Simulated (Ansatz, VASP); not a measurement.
Si2W: VASP beside Ansatz

Contents of INCAR:

```
SYSTEM = Si2W
PREC = Accurate
ENCUT = 520
EDIFF = 1E-6
ISMEAR = -1
SIGMA = 0.1
LREAL = .FALSE.
LASPH = .TRUE.
NELM = 80
ALGO = Normal
ISIF = 2
LWAVE = .FALSE.
LCHARG = .FALSE.
GGA = PE
NBANDS = 18
```

Contents of KPOINTS:

```
regular mesh
0
G
  14 14 14
  0 0 0
```

Contents of POSCAR:

```
Si2W
1.0
   -1.6143353797      1.6143353797      3.9349081566
    1.6143353797     -1.6143353797      3.9349081566
    1.6143353797      1.6143353797     -3.9349081566
W Si
1 2
Direct
    0.0000000000      0.0000000000      0.0000000000
    0.3345059879      0.3345059879      0.0000000000
   -0.3345059879     -0.3345059879      0.0000000000
```

Input for Ansatz:

```yaml
crystal:
  lattice:
    - [-1.6143353797, 1.6143353797, 3.9349081566]
    - [1.6143353797, -1.6143353797, 3.9349081566]
    - [1.6143353797, 1.6143353797, -3.9349081566]
  atoms:
    - { symbol: W, position: [0.0, 0.0, 0.0] }
    - { symbol: Si, position: [0.3345059879, 0.3345059879, 0.0] }
    - { symbol: Si, position: [-0.3345059879, -0.3345059879, 0.0] }
kpoints:
  mp_grid: { grid: [14, 14, 14] }
  band_path:
    path:
      - [0.0, 0.0, 0.0]
      - [0.0, 0.0, 0.5]
      - [0.25, 0.25, 0.25]
      - [0.0, 0.5, 0.0]
      - [0.0, 0.0, 0.0]
      - [0.5, 0.5, -0.5]
      - [0.2920783148, 0.7079216852, -0.2920783148]
      - [-0.2920783148, 0.2920783148, 0.2920783148]
      - [0.0, 0.0, 0.0]
    npoints: 14
scf:
  occupations: { method: fermi_dirac, width: 0.1 }
hamiltonian:
  xc: pbe
  pseudopotentials: { kind: all_electron, lapw: { basis_error: 0.001 } }
output:
  forces: true
  stress: true
  eigenvalues: true
  populations: true
  dos: { projected: true, de: 0.2, e_range: [-14, 8] }
```

Alike in both runs: task single point; functional PBE; k mesh 14 × 14 × 14; occupations fermi-dirac, width 0.1 eV; no spin polarisation.

|  | VASP | Ansatz |
| --- | --- | --- |
| version | VASP 6.6.1 | Ansatz 0.2.0 |
| potentials or method | VASP PAW PBE potentials, release 64 (W_sv, Si), cutoff 520 eV | all-electron LAPW, scalar-relativistic |

```csv
,VASP,Ansatz,Ansatz less VASP
pressure (GPa),0.1,0.0,-0.06
"traceless stress, the component that is largest in VASP (GPa)",-0.08,-0.04,+0.044
```

Ansatz ran all-electron here, and VASP with PAW potentials.

Spin-orbit coupling is off throughout.
